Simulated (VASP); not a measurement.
# WC (rocksalt type) (Fm-3m) in VASP: a series of runs

The runs below take WC (rocksalt type) through single point, with LDA, LDA+U.

Everything below comes from runs of VASP 6.6.1. Logs are shortened: lines on timing, memory, paths and dates and some standing lists are left out, and cuts for length are marked.

### 1 The cell of the first run

It takes space group Fm-3m (No. 225, cubic). The conventional cell has a = 3.875 Å, b = 3.875 Å, c = 3.875 Å, α = 90.00°, β = 90.00°, γ = 90.00°. Within 2.6 Å of W (site symmetry m-3m) lie 6 C at 1.94 Å. Within 2.6 Å of C (site symmetry m-3m) lie 6 W at 1.94 Å.

### 2 Single point, LDA (volume scaled by 0.72)

INCAR reads:

```
SYSTEM = WC
ALGO     = Normal         ! electronic algorithm
EDIFF    = 1E-6           ! SCF threshold, eV
ENCUT    = 520            ! plane-wave cutoff, eV
GGA      = CA             ! functional
ISIF     = 2              ! what is computed and relaxed
ISMEAR   = -1             ! smearing method
LASPH    = .TRUE.         ! aspherical terms in the spheres
LCHARG   = .FALSE.        ! write CHGCAR
LREAL    = .FALSE.        ! projectors in reciprocal space
LWAVE    = .FALSE.        ! write WAVECAR
NBANDS   = 16             ! bands
NELM     = 80             ! most SCF steps
PREC     = Accurate       ! precision mode
SIGMA    = 0.1            ! smearing width, eV
```

KPOINTS reads:

```
k-points
0
G
  17 17 17
  0 0 0
```

POSCAR reads:

```
WC
1.0
    0.0000000000      1.9373954159      1.9373954159
    1.9373954159      0.0000000000      1.9373954159
    1.9373954159      1.9373954159      0.0000000000
W C
1 1
Direct
    0.0000000000      0.0000000000      0.0000000000
    0.5000000000      0.5000000000      0.5000000000
```

Potentials or basis: VASP PAW LDA potentials, release 64 (W_sv, C).

On the command line:

```sh
> cat potpaw_LDA.64/W_sv/POTCAR potpaw_LDA.64/C/POTCAR > POTCAR
> mpirun -np 1 vasp_std > vasp.out
```

OUTCAR:

```text
SYSTEM = WC
   EDIFF = 1E-6
   ENCUT = 520
   GGA = CA
   ISIF = 2
   ISMEAR = -1
   LASPH = .TRUE.
   LREAL = .FALSE.
   NELM = 80
   PREC = Accurate

 ion  position               nearest neighbor table
   1  0.000  0.000  0.000-   2 1.94   2 1.94   2 1.94   2 1.94   2 1.94   2 1.94
   2  0.500  0.500  0.500-   1 1.94   1 1.94   1 1.94   1 1.94   1 1.94   1 1.94

  LATTYP: Found a face centered cubic cell.
 ALAT       =     3.8747908318

  Lattice vectors:

 A1 = (   0.0000000000,   1.9373954159,   1.9373954159)
 A2 = (   1.9373954159,   0.0000000000,   1.9373954159)
 A3 = (   1.9373954159,   1.9373954159,   0.0000000000)

Analysis of symmetry for initial positions (statically):
=====================================================================
 Subroutine PRICEL returns:
 Original cell was already a primitive cell.

 Routine SETGRP: Setting up the symmetry group for a
 face centered cubic supercell.

 Subroutine GETGRP returns: Found 48 space group operations
 (whereof 48 operations were pure point group operations)
 out of a pool of 48 trial point group operations.

The static configuration has the point symmetry O_h .

Analysis of symmetry for dynamics (positions and initial velocities):
=====================================================================
 Subroutine PRICEL returns:
 Original cell was already a primitive cell.

 Routine SETGRP: Setting up the symmetry group for a
 face centered cubic supercell.

 Subroutine GETGRP returns: Found 48 space group operations
 (whereof 48 operations were pure point group operations)
 out of a pool of 48 trial point group operations.

The dynamic configuration has the point symmetry O_h .

 Subroutine INISYM returns: Found 48 space group operations
 (whereof 48 operations are pure point group operations),
 and found     1 'primitive' translations

----------------------------------------------------------------------------------------

                                     Primitive cell

  volume of cell :      14.5440

  direct lattice vectors                    reciprocal lattice vectors
     0.000000000  1.937395416  1.937395416    -0.258078447  0.258078447  0.258078447
     1.937395416  0.000000000  1.937395416     0.258078447 -0.258078447  0.258078447
     1.937395416  1.937395416  0.000000000     0.258078447  0.258078447 -0.258078447

  length of vectors
     2.739890873  2.739890873  2.739890873     0.447004982  0.447004982  0.447004982

  position of ions in fractional coordinates (direct lattice)
     0.000000000  0.000000000  0.000000000
     0.500000000  0.500000000  0.500000000

  ion indices of the primitive-cell ions
   primitive index   ion index
                 1           1
                 2           2

----------------------------------------------------------------------------------------

 KPOINTS: k-points

Automatic generation of k-mesh.
 Grid dimensions read from file:
 generate k-points for:   17   17   17

 Generating k-lattice:

  Cartesian coordinates                     Fractional coordinates (reciprocal lattice)
    -0.015181085  0.015181085  0.015181085     0.058823529  0.000000000  0.000000000
     0.015181085 -0.015181085  0.015181085     0.000000000  0.058823529  0.000000000
     0.015181085  0.015181085 -0.015181085     0.000000000  0.000000000  0.058823529

  Length of vectors
     0.026294411  0.026294411  0.026294411

  Shift w.r.t. Gamma in fractional coordinates (k-lattice)
     0.000000000  0.000000000  0.000000000

 Subroutine IBZKPT returns following result:
 ===========================================

 Found    165 irreducible k-points:

 Following reciprocal coordinates:
            Coordinates               Weight
  0.000000  0.000000  0.000000      1.000000
  0.058824  0.000000  0.000000      8.000000
  0.117647  0.000000  0.000000      8.000000
  0.176471  0.000000  0.000000      8.000000
  0.235294  0.000000  0.000000      8.000000
  0.294118  0.000000  0.000000      8.000000
[... 16 lines left out ...]
 -0.176471  0.058824  0.000000     24.000000
 -0.117647  0.058824  0.000000     24.000000
 [... further k-points ...]
   k-points           NKPTS =    165   k-points in BZ     NKDIM =    165   number of bands    NBANDS=     16
   number of dos      NEDOS =    301   number of ions     NIONS =      2
   total plane-waves  NPLWV =   8000
   dimension x,y,z NGX =    20 NGY =   20 NGZ =   20
   dimension x,y,z NGXF=    40 NGYF=   40 NGZF=   40
   ions per type =               1   1
   NGX,Y,Z   is equivalent  to a cutoff of  12.14, 12.14, 12.14 a.u.
   NGXF,Y,Z  is equivalent  to a cutoff of  24.27, 24.27, 24.27 a.u.
 SYSTEM =  WC
   PREC   = accura    normal or accurate (medium, high low for compatibility)
   ISTART =      0    job   : 0-new  1-cont  2-samecut
   ICHARG =      2    charge: 1-file 2-atom 10-const
   ISPIN  =      1    spin polarized calculation?
   LNONCOLLINEAR =      F non collinear calculations
   LSORBIT =      F    spin-orbit coupling
   LASPH  =      T    aspherical Exc in radial PAW
   ENCUT  =  520.0 eV  38.22 Ry    6.18 a.u.   5.09  5.09  5.09*2*pi/ulx,y,z
   NELM   =     80;   NELMIN=  2; NELMDL= -5     # of ELM steps
   EDIFF  = 0.1E-05   stopping-criterion for ELM
   LREAL  =      F    real-space projection
   EDIFFG = 0.1E-04   stopping-criterion for IOM
   NSW    =      0    number of steps for IOM
   IBRION =     -1    ionic relax: 0-MD 1-quasi-New 2-CG
   NFREE  =      0    steps in history (QN), initial steepest desc. (CG)
   ISIF   =      2    stress and relaxation
   ISYM   =      2    0-nonsym 1-usesym 2-fastsym
   POTIM  = 0.5000    time-step for ionic-motion
   TEBEG  =    0.0;   TEEND  =   0.0 temperature during run
   PSTRESS=    0.0 pullay stress
   NELECT =      18.0000    total number of electrons
   NUPDOWN=      -1.0000    fix difference up-down
   EMIN   =  10.00;   EMAX   =-10.00  energy-range for DOS
   EFERMI =   0.00;   METHOD = LEGACY
   ISMEAR =    -1;   SIGMA  =   0.10  broadening in eV -4-tet -1-fermi 0-gaus
   EFERMI_NEDOS =   21; number of points for ismear=-14 and -15
   IALGO  =     38    algorithm
   IMIX   =      4    mixing-type and parameters
     AMIX     =   0.40;   BMIX     =  1.00
     AMIX_MAG =   1.60;   BMIX_MAG =  1.00
  volume/ion in A,a.u.               =       7.27        49.07
  Fermi-wavevector in a.u.,A,eV,Ry     =   1.757670  3.321515 42.033902  3.089405
  Thomas-Fermi vector in A             =   2.826979
   LORBIT       =      0    0 simple, 1 ext, 2 COOP (PROOUT), +10 PAW based schemes
   GGA     = CA    functional components
   LHFCALC =     F    Hartree Fock is set to
   AEXX    =    0.0000 exact exchange contribution
   IVDW    =     0    specifies the selected vdW correction
   LEPSILON=     F    determine dielectric tensor
   LRPA    =     F    only Hartree local field effects (RPA)
 non-spin polarized calculation
  energy-cutoff  :      520.00
  volume of cell :       14.54
 maximum number of plane-waves:       401
   NGX = 11   NGY = 11   NGZ = 11

 number of electron      18.0000004 magnetization

 Free energy of the ion-electron system (eV)
  ---------------------------------------------------
  ext. energy  EPLUGINS =         0.00000000
  ---------------------------------------------------
  free energy    TOTEN  =       -20.12867422 eV

  energy without entropy =      -20.10643825  energy(sigma->0) =      -20.11755623

 E-fermi :  18.7925     XC(G=0): -16.0426

 val. band max:       18.7582923895   @ k =   0.4706   0.1176   0.0588
 cond. band min:      18.7963497299   @ k =   0.2941   0.1765   0.0588
 fundamental gap:      0.0380573403
 Fermi energy:        18.7925260179

 k-point     1 :       0.0000    0.0000    0.0000
  band No.  band energies     occupation
      1     -56.0986      2.00000
      2     -20.1205      2.00000
      3     -20.1205      2.00000
      4     -20.1205      2.00000
      5       0.0385      2.00000
      6      14.3356      2.00000
[... 8 lines left out ...]
     15      30.3397      0.00000
     16      50.3761      0.00000

 k-point     2 :       0.0588    0.0000    0.0000
  band No.  band energies     occupation
      1     -56.0912      2.00000
      2     -20.2064      2.00000
      3     -20.1278      2.00000
      4     -20.1278      2.00000
      5       0.2103      2.00000
      6      13.8841      2.00000
[... 8 lines left out ...]
     15      30.4875      0.00000
     16      48.7009      0.00000

 k-point     3 :       0.1176    0.0000    0.0000
  band No.  band energies     occupation
      1     -56.0699      2.00000
      2     -20.4472      2.00000
      3     -20.1487      2.00000
      4     -20.1487      2.00000
      5       0.7020      2.00000
      6      12.9156      2.00000
[... 8 lines left out ...]
     15      30.8736      0.00000
     16      46.0181      0.00000

 k-point     4 :       0.1765    0.0000    0.0000
  band No.  band energies     occupation
      1     -56.0375      2.00000
      2     -20.7977      2.00000
      3     -20.1802      2.00000
      4     -20.1802      2.00000
      5       1.4481      2.00000
      6      11.8255      2.00000
[... 8 lines left out ...]
     15      31.3906      0.00000
     16      43.5499      0.00000
[... 324 lines left out ...]
 k-point    22 :      -0.2353    0.0588    0.0000
  band No.  band energies     occupation
      1     -55.9797      2.00000
      2     -21.3371      2.00000
      3     -20.3247      2.00000
      4     -20.1977      2.00000
      5       2.7897      2.00000
      6      10.2093      2.00000
[... 8 lines left out ...]
     15      33.9190      0.00000
     16      39.1813      0.00000

 k-point    23 :      -0.1765    0.0588    0.0000
  band No.  band energies     occupation
      1     -56.0195      2.00000
      2     -20.9446      2.00000
      3     -20.2782      2.00000
      4     -20.1612      2.00000
      5       1.8623      2.00000
      6      11.3121      2.00000
[... 8 lines left out ...]
     15      31.9695      0.00000
     16      41.3328      0.00000

 k-point    24 :      -0.1176    0.0588    0.0000
  band No.  band energies     occupation
      1     -56.0541      2.00000
      2     -20.5863      2.00000
      3     -20.2280      2.00000
      4     -20.1352      2.00000
      5       1.0632      2.00000
      6      12.4777      2.00000
[... 8 lines left out ...]
     15      31.1471      0.00000
     16      43.9015      0.00000

 [... further k-points ...]

------------------------ aborting loop because EDIFF is reached ----------------------------------------

  FORCE on cell =-STRESS in cart. coord.  units (eV):
  Direction    XX          YY          ZZ          XY          YZ          ZX
  --------------------------------------------------------------------------------------
  -------------------------------------------------------------------------------------
  Total       24.8377196     24.8377196     24.8377196      0.0000000     -0.0000000      0.0000000
  in kB     2736.1348848   2736.1348848   2736.1348848      0.0000000     -0.0000000      0.0000000
  external PRESSURE =    2736.1348848 kB  Pullay stress =       0.0000000 kB

 VOLUME and BASIS-vectors are now :
 -----------------------------------------------------------------------------
  energy-cutoff  :      520.00
  volume of cell :       14.54
      direct lattice vectors                 reciprocal lattice vectors
     0.000000000  1.937395416  1.937395416    -0.258078447  0.258078447  0.258078447
     1.937395416  0.000000000  1.937395416     0.258078447 -0.258078447  0.258078447
     1.937395416  1.937395416  0.000000000     0.258078447  0.258078447 -0.258078447

 POSITION                                       TOTAL-FORCE (eV/Angst)
 -----------------------------------------------------------------------------------
      0.00000      0.00000      0.00000        -0.000000     -0.000000     -0.000000
      1.93740      1.93740      1.93740         0.000000      0.000000      0.000000
 -----------------------------------------------------------------------------------
    total drift:                                0.000000     -0.000000     -0.000000

  FREE ENERGIE OF THE ION-ELECTRON SYSTEM (eV)
  ---------------------------------------------------
  free  energy   TOTEN  =       -20.1286742178 eV

  energy  without entropy=      -20.1064382462  energy(sigma->0) =      -20.11755623
```

It took 20 s on 1 thread of AMD EPYC 7R13 (Zen 3), shared host; peak memory 0.12 GiB.

Results:

```yaml
Free_energy: -20.1287 eV
Pressure: 273.6 GPa
Band_gap_on_the_k_mesh: zero (band 9 reaches 20.74 eV, above the bottom of band 10 at 15.44 eV)
```

Levels at points of the mesh, in eV from the Fermi level:
| k point | band 6 | band 7 | band 8 | band 9 | band 10 | band 11 | band 12 | band 13 |
| --- | --- | --- | --- | --- | --- | --- | --- | --- |
| (0.00, 0.00, 0.00) | -4.46 | -4.46 | -4.46 | -1.82 | -1.82 | -1.82 | -1.34 | -1.34 |

Caveat: spin-orbit coupling is left out, which moves the levels of the heavy elements.

[end of part 1 of 2]
